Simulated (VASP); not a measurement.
# Sb (P4/mmm) in VASP: a series of runs

Runs on Sb. Level: r2SCAN. Tasks: single point.

Program: VASP 6.6.1. These are calculated values, not measurements. Logs are shortened: lines on timing, memory, paths and dates and some standing lists are left out, and cuts for length are marked.

## 1. The cell of the first run

It takes space group P4/mmm (No. 123, tetragonal). The conventional cell has a = 3.160 Å, b = 3.160 Å, c = 3.326 Å, α = 90.00°, β = 90.00°, γ = 90.00°. Sb (site symmetry 4/mmm) has 6 Sb at 3.16 to 3.33 Å within 4.2 Å.

## 2. Single point, r2SCAN (strain +0.0525 x Voigt [0, 1, 0, 0, 0, 0])

POSCAR

```
Sb
1.0
    3.1600000000      0.0000000000      0.0000000000
    0.0000000000      3.3259000000      0.0000000000
    0.0000000000      0.0000000000      3.1600000000
Sb
1
Direct
    0.0000000000      0.0000000000      0.0000000000
```

INCAR.step1

```
SYSTEM = Sb
ALGO     = Normal         ! electronic algorithm
EDIFF    = 1E-4           ! SCF threshold, eV
ENCUT    = 520            ! plane-wave cutoff, eV
GGA      = PE             ! functional
ISMEAR   = 0              ! smearing method
LASPH    = .True.         ! aspherical terms in the spheres
LCHARG   = .False.        ! write CHGCAR
LREAL    = .False.        ! projectors in reciprocal space
LWAVE    = .True.         ! write WAVECAR
NBANDS   = 8              ! bands
NELM     = 80             ! most SCF steps
PREC     = Accurate       ! precision mode
SIGMA    = 0.15           ! smearing width, eV
```

INCAR.step2

```
SYSTEM = Sb
ALGO     = Normal         ! electronic algorithm
EDIFF    = 1E-7           ! SCF threshold, eV
ENCUT    = 520            ! plane-wave cutoff, eV
ISIF     = 2              ! what is computed and relaxed
ISMEAR   = 0              ! smearing method
ISTART   = 1            
LASPH    = .True.         ! aspherical terms in the spheres
LCHARG   = .False.        ! write CHGCAR
LMIXTAU  = .True.       
LREAL    = .False.        ! projectors in reciprocal space
LWAVE    = .False.        ! write WAVECAR
METAGGA  = R2SCAN         ! meta-GGA
NBANDS   = 8              ! bands
NELM     = 80             ! most SCF steps
PREC     = Accurate       ! precision mode
SIGMA    = 0.15           ! smearing width, eV
```

KPOINTS

```
k-points
0
Gamma
  16 16 16
  0 0 0
```

Potentials or basis: VASP PAW PBE potentials, release 64 (Sb).

Started as:

```sh
$ cat potpaw_PBE.64/Sb/POTCAR > POTCAR
$ cp INCAR.step1 INCAR
$ mpirun -np 1 vasp_std > vasp.out
$ cp INCAR.step2 INCAR
$ mpirun -np 1 vasp_std > vasp.out
```

OUTCAR:

```text
SYSTEM = Sb
   EDIFF = 1E-7
   ENCUT = 520
   ISIF = 2
   ISMEAR = 0
   ISTART = 1
   LASPH = .True.
   LREAL = .False.
   METAGGA = R2SCAN
   NELM = 80
   PREC = Accurate

 ion  position               nearest neighbor table
   1  0.000  0.000  0.000-

  LATTYP: Found a simple tetragonal cell.
 ALAT       =     3.1600000000
 C/A-ratio  =     1.0525000000

  Lattice vectors:

 A1 = (  -3.1600000000,   0.0000000000,   0.0000000000)
 A2 = (   0.0000000000,   0.0000000000,   3.1600000000)
 A3 = (   0.0000000000,   3.3259000000,   0.0000000000)

Analysis of symmetry for initial positions (statically):
=====================================================================
 Subroutine PRICEL returns:
 Original cell was already a primitive cell.

 Routine SETGRP: Setting up the symmetry group for a
 simple tetragonal supercell.

 Subroutine GETGRP returns: Found 16 space group operations
 (whereof 16 operations were pure point group operations)
 out of a pool of 16 trial point group operations.

The static configuration has the point symmetry D_4h.

Analysis of symmetry for dynamics (positions and initial velocities):
=====================================================================
 Subroutine PRICEL returns:
 Original cell was already a primitive cell.

 Routine SETGRP: Setting up the symmetry group for a
 simple tetragonal supercell.

 Subroutine GETGRP returns: Found 16 space group operations
 (whereof 16 operations were pure point group operations)
 out of a pool of 16 trial point group operations.

The dynamic configuration has the point symmetry D_4h.

 Subroutine INISYM returns: Found 16 space group operations
 (whereof 16 operations are pure point group operations),
 and found     1 'primitive' translations

----------------------------------------------------------------------------------------

                                     Primitive cell

  volume of cell :      33.2111

  direct lattice vectors                    reciprocal lattice vectors
     3.160000000  0.000000000  0.000000000     0.316455696  0.000000000  0.000000000
     0.000000000  3.325900000  0.000000000     0.000000000  0.300670495  0.000000000
     0.000000000  0.000000000  3.160000000     0.000000000  0.000000000  0.316455696

  length of vectors
     3.160000000  3.325900000  3.160000000     0.316455696  0.300670495  0.316455696

  position of ions in fractional coordinates (direct lattice)
     0.000000000  0.000000000  0.000000000

  ion indices of the primitive-cell ions
   primitive index   ion index
                 1           1

----------------------------------------------------------------------------------------

 KPOINTS: k-points

Automatic generation of k-mesh.
 Grid dimensions read from file:
 generate k-points for:   16   16   16

 Generating k-lattice:

  Cartesian coordinates                     Fractional coordinates (reciprocal lattice)
     0.019778481  0.000000000  0.000000000     0.062500000  0.000000000  0.000000000
     0.000000000  0.018791906  0.000000000     0.000000000  0.062500000  0.000000000
     0.000000000  0.000000000  0.019778481     0.000000000  0.000000000  0.062500000

  Length of vectors
     0.019778481  0.018791906  0.019778481

  Shift w.r.t. Gamma in fractional coordinates (k-lattice)
     0.000000000  0.000000000  0.000000000

 Subroutine IBZKPT returns following result:
 ===========================================

 Found    405 irreducible k-points:

 Following reciprocal coordinates:
            Coordinates               Weight
  0.000000  0.000000  0.000000      1.000000
  0.062500  0.000000  0.000000      4.000000
  0.125000  0.000000  0.000000      4.000000
  0.187500  0.000000  0.000000      4.000000
  0.250000  0.000000  0.000000      4.000000
  0.312500  0.000000  0.000000      4.000000
[... 16 lines left out ...]
  0.250000  0.125000  0.000000      8.000000
  0.312500  0.125000  0.000000      8.000000
 [... further k-points ...]
   k-points           NKPTS =    405   k-points in BZ     NKDIM =    405   number of bands    NBANDS=      8
   number of dos      NEDOS =    301   number of ions     NIONS =      1
   total plane-waves  NPLWV =  16128
   dimension x,y,z NGX =    24 NGY =   28 NGZ =   24
   dimension x,y,z NGXF=    48 NGYF=   56 NGZF=   48
   ions per type =               1
   NGX,Y,Z   is equivalent  to a cutoff of  12.63, 14.00, 12.63 a.u.
   NGXF,Y,Z  is equivalent  to a cutoff of  25.25, 27.99, 25.25 a.u.
 SYSTEM =  Sb
   PREC   = accura    normal or accurate (medium, high low for compatibility)
   ISTART =      1    job   : 0-new  1-cont  2-samecut
   ICHARG =      0    charge: 1-file 2-atom 10-const
   ISPIN  =      1    spin polarized calculation?
   LNONCOLLINEAR =      F non collinear calculations
   LSORBIT =      F    spin-orbit coupling
   LASPH  =      T    aspherical Exc in radial PAW
   ENCUT  =  520.0 eV  38.22 Ry    6.18 a.u.   5.88  6.18  5.88*2*pi/ulx,y,z
   NELM   =     80;   NELMIN=  2; NELMDL=  0     # of ELM steps
   EDIFF  = 0.1E-06   stopping-criterion for ELM
   LREAL  =      F    real-space projection
   EDIFFG = 0.1E-05   stopping-criterion for IOM
   NSW    =      0    number of steps for IOM
   IBRION =     -1    ionic relax: 0-MD 1-quasi-New 2-CG
   NFREE  =      0    steps in history (QN), initial steepest desc. (CG)
   ISIF   =      2    stress and relaxation
   ISYM   =      2    0-nonsym 1-usesym 2-fastsym
   POTIM  = 0.5000    time-step for ionic-motion
   TEBEG  =    0.0;   TEEND  =   0.0 temperature during run
   PSTRESS=    0.0 pullay stress
   NELECT =       5.0000    total number of electrons
   NUPDOWN=      -1.0000    fix difference up-down
   EMIN   =  10.00;   EMAX   =-10.00  energy-range for DOS
   EFERMI =   0.00;   METHOD = LEGACY
   ISMEAR =     0;   SIGMA  =   0.15  broadening in eV -4-tet -1-fermi 0-gaus
   EFERMI_NEDOS =   21; number of points for ismear=-14 and -15
   IALGO  =     38    algorithm
   IMIX   =      4    mixing-type and parameters
     AMIX     =   0.40;   BMIX     =  1.00
     AMIX_MAG =   1.60;   BMIX_MAG =  1.00
  volume/ion in A,a.u.               =      33.21       224.12
  Fermi-wavevector in a.u.,A,eV,Ry     =   0.870904  1.645770 10.319667  0.758474
  Thomas-Fermi vector in A             =   1.989936
   LORBIT       =      0    0 simple, 1 ext, 2 COOP (PROOUT), +10 PAW based schemes
   METAGGA = R2SCAN    functional components
   LHFCALC =     F    Hartree Fock is set to
   AEXX    =    0.0000 exact exchange contribution
   IVDW    =     0    specifies the selected vdW correction
   LEPSILON=     F    determine dielectric tensor
   LRPA    =     F    only Hartree local field effects (RPA)
 non-spin polarized calculation
 Gauss-broadening in eV      SIGMA  =   0.15
  energy-cutoff  :      520.00
  volume of cell :       33.21
 maximum number of plane-waves:       916
 NGX is ok and might be reduce to    24
   NGX = 11   NGY = 13   NGZ = 11

 number of electron       5.0000001 magnetization

 Free energy of the ion-electron system (eV)
  ---------------------------------------------------
  ext. energy  EPLUGINS =         0.00000000
  ---------------------------------------------------
  free energy    TOTEN  =       -25.55389377 eV

  energy without entropy =      -25.54699512  energy(sigma->0) =      -25.55044445

 E-fermi :   5.7739     XC(G=0):  -9.6337

 val. band max:        5.7715404488   @ k =   0.3125   0.1875   0.2500
 cond. band min:       5.7772778100   @ k =   0.2500   0.5000   0.0000
 fundamental gap:      0.0057373612
 Fermi energy:         5.7739438251

 k-point     1 :       0.0000    0.0000    0.0000
  band No.  band energies     occupation
      1      -6.4335      2.00000
      2       8.0292      0.00000
      3       9.3588      0.00000
      4       9.3588      0.00000
      5      12.3931      0.00000
      6      13.2156      0.00000
      7      14.4706      0.00000
      8      23.3668      0.00000

 k-point     2 :       0.0625    0.0000    0.0000
  band No.  band energies     occupation
      1      -6.3768      2.00000
      2       8.0839      0.00000
      3       8.6247      0.00000
      4       9.4142      0.00000
      5      12.4633      0.00000
      6      13.5844      0.00000
      7      14.9390      0.00000
      8      22.6862      0.00000

 k-point     3 :       0.1250    0.0000    0.0000
  band No.  band energies     occupation
      1      -6.2078      2.00000
      2       7.1807      0.00000
      3       8.2449      0.00000
      4       9.5772      0.00000
      5      12.6207      0.00000
      6      13.9480      0.00000
      7      16.3716      0.00000
      8      21.5320      0.00000

 k-point     4 :       0.1875    0.0000    0.0000
  band No.  band energies     occupation
      1      -5.9310      2.00000
      2       5.6297      1.82621
      3       8.5020      0.00000
      4       9.8375      0.00000
      5      12.8655      0.00000
      6      14.2501      0.00000
      7      18.1732      0.00000
      8      20.3432      0.00000

 k-point     5 :       0.2500    0.0000    0.0000
  band No.  band energies     occupation
      1      -5.5565      2.00000
      2       4.1438      2.00000
      3       8.8360      0.00000
      4      10.1755      0.00000
      5      13.1988      0.00000
      6      14.6096      0.00000
      7      19.2137      0.00000
      8      19.7356      0.00000
[... 177 lines left out ...]
 k-point    22 :       0.1875    0.1250    0.0000
  band No.  band energies     occupation
      1      -5.7454      2.00000
      2       5.7927      0.85983
      3       6.7260      0.00000
      4      10.0108      0.00000
      5      14.2027      0.00000
      6      15.1210      0.00000
      7      17.7432      0.00000
      8      19.0537      0.00000

 k-point    23 :       0.2500    0.1250    0.0000
  band No.  band energies     occupation
      1      -5.3703      2.00000
      2       4.3167      2.00000
      3       7.0615      0.00000
      4      10.3493      0.00000
      5      14.5231      0.00000
      6      15.2713      0.00000
      7      17.1912      0.00000
      8      20.3369      0.00000

 k-point    24 :       0.3125    0.1250    0.0000
  band No.  band energies     occupation
      1      -4.9184      2.00000
      2       2.9732      2.00000
      3       7.4602      0.00000
      4      10.7324      0.00000
      5      14.8610      0.00000
      6      15.0778      0.00000
      7      16.8236      0.00000
      8      19.5070      0.00000

 [... further k-points ...]

------------------------ aborting loop because EDIFF is reached ----------------------------------------

  FORCE on cell =-STRESS in cart. coord.  units (eV):
  Direction    XX          YY          ZZ          XY          YZ          ZX
  --------------------------------------------------------------------------------------
  -------------------------------------------------------------------------------------
  Total       -0.8813360     -1.5834622     -0.8813360      0.0000000      0.0000000      0.0000000
  in kB      -42.5176017    -76.3897205    -42.5176017      0.0000000      0.0000000      0.0000000
  external PRESSURE =     -53.8083080 kB  Pullay stress =       0.0000000 kB

 VOLUME and BASIS-vectors are now :
 -----------------------------------------------------------------------------
  energy-cutoff  :      520.00
  volume of cell :       33.21
      direct lattice vectors                 reciprocal lattice vectors
     3.160000000  0.000000000  0.000000000     0.316455696  0.000000000  0.000000000
     0.000000000  3.325900000  0.000000000     0.000000000  0.300670495  0.000000000
     0.000000000  0.000000000  3.160000000     0.000000000  0.000000000  0.316455696

 POSITION                                       TOTAL-FORCE (eV/Angst)
 -----------------------------------------------------------------------------------
      0.00000      0.00000      0.00000         0.000000      0.000000      0.000000
 -----------------------------------------------------------------------------------
    total drift:                                0.000000      0.000000      0.000000

  FREE ENERGIE OF THE ION-ELECTRON SYSTEM (eV)
  ---------------------------------------------------
  free  energy   TOTEN  =       -25.5538937746 eV

  energy  without entropy=      -25.5469951157  energy(sigma->0) =      -25.55044445
```

Run time: 5.4 min. Hardware: 1 thread of AMD EPYC 7R43 (Zen 3), shared host; peak memory 0.19 GiB.

What came out:

| Quantity | Value |
| --- | --- |
| Free energy | -25.5539 eV |
| Pressure | -5.4 GPa |

Caveat: the cell differs from its parent crystal (strain +0.0525 x Voigt [0, 1, 0, 0, 0, 0]); the PAW data sets were made with another functional, which shifts forces and pressure a little; spin-orbit coupling is left out, which moves the levels of the heavy elements.

## 3. Single point, r2SCAN (strain +0.0600 x Voigt [0, 1, 0, 0, 0, 0])

POSCAR

```
Sb
1.0
    3.1600000000      0.0000000000      0.0000000000
    0.0000000000      3.3496000000      0.0000000000
    0.0000000000      0.0000000000      3.1600000000
Sb
1
Direct
    0.0000000000      0.0000000000      0.0000000000
```

INCAR.step1

```
SYSTEM = Sb
PREC     = Accurate       ! precision mode
ENCUT    = 520            ! plane-wave cutoff, eV
ISMEAR   = 0              ! smearing method
SIGMA    = 0.15           ! smearing width, eV
LREAL    = .False.        ! projectors in reciprocal space
LASPH    = .True.         ! aspherical terms in the spheres
NELM     = 60             ! most SCF steps
NBANDS   = 8              ! bands
GGA      = PE             ! functional
ALGO     = Normal         ! electronic algorithm
EDIFF    = 1E-4           ! SCF threshold, eV
LWAVE    = .True.         ! write WAVECAR
LCHARG   = .False.        ! write CHGCAR
```

INCAR.step2

```
SYSTEM = Sb
PREC     = Accurate       ! precision mode
ENCUT    = 520            ! plane-wave cutoff, eV
EDIFF    = 1E-6           ! SCF threshold, eV
ISMEAR   = 0              ! smearing method
SIGMA    = 0.15           ! smearing width, eV
LREAL    = .False.        ! projectors in reciprocal space
LASPH    = .True.         ! aspherical terms in the spheres
NELM     = 60             ! most SCF steps
ALGO     = Normal         ! electronic algorithm
ISIF     = 2              ! what is computed and relaxed
LWAVE    = .False.        ! write WAVECAR
LCHARG   = .False.        ! write CHGCAR
METAGGA  = R2SCAN         ! meta-GGA
LMIXTAU  = .True.       
NBANDS   = 8              ! bands
ISTART   = 1
```

KPOINTS

```
Automatic mesh
0
Gamma
  16 16 16
  0 0 0
```

Potentials or basis: VASP PAW PBE potentials, release 64 (Sb).

Started as:

```sh
$ cat potpaw_PBE.64/Sb/POTCAR > POTCAR
$ cp INCAR.step1 INCAR
$ mpirun -np 1 vasp_std > vasp.out
$ cp INCAR.step2 INCAR
$ mpirun -np 1 vasp_std > vasp.out
```

It took 4 min on 1 thread of AMD EPYC 7R43 (Zen 3), shared host; peak memory 0.2 GiB.

It converged, with:

| Item | Value |
| --- | --- |
| Free energy | -25.5423 eV |
| Pressure | -5.5 GPa |

Stress tensor (GPa, compression positive):
```
-4.31  0.00  0.00
 0.00 -8.00  0.00
 0.00  0.00 -4.31
```

Levels at points of the mesh, in eV from the Fermi level:
| k point | band 1 | band 2 | band 3 | band 4 | band 5 | band 6 | band 7 |
| --- | --- | --- | --- | --- | --- | --- | --- |
| (0.00, 0.00, 0.00) | -12.16 | 2.13 | 3.62 | 3.62 | 6.52 | 7.47 | 8.72 |
| (0.50, 0.00, 0.00) | -9.77 | -5.18 | 4.07 | 5.59 | 8.89 | 10.50 | 10.71 |
| (0.00, 0.50, 0.00) | -10.43 | -4.99 | 5.04 | 5.04 | 9.01 | 11.51 | 11.58 |
| (0.50, 0.50, 0.00) | -7.93 | -3.71 | -2.96 | 2.85 | 7.01 | 12.74 | 13.52 |
| (0.50, 0.00, 0.50) | -7.19 | -3.23 | -3.23 | 2.95 | 6.02 | 12.29 | 12.71 |
| (0.50, 0.50, 0.50) | -5.12 | -1.87 | -1.87 | -1.03 | 5.05 | 5.51 | 5.51 |

Caveat: the cell differs from its parent crystal (strain +0.0600 x Voigt [0, 1, 0, 0, 0, 0]); the PAW data sets were made with another functional, which shifts forces and pressure a little; spin-orbit coupling is left out, which moves the levels of the heavy elements.
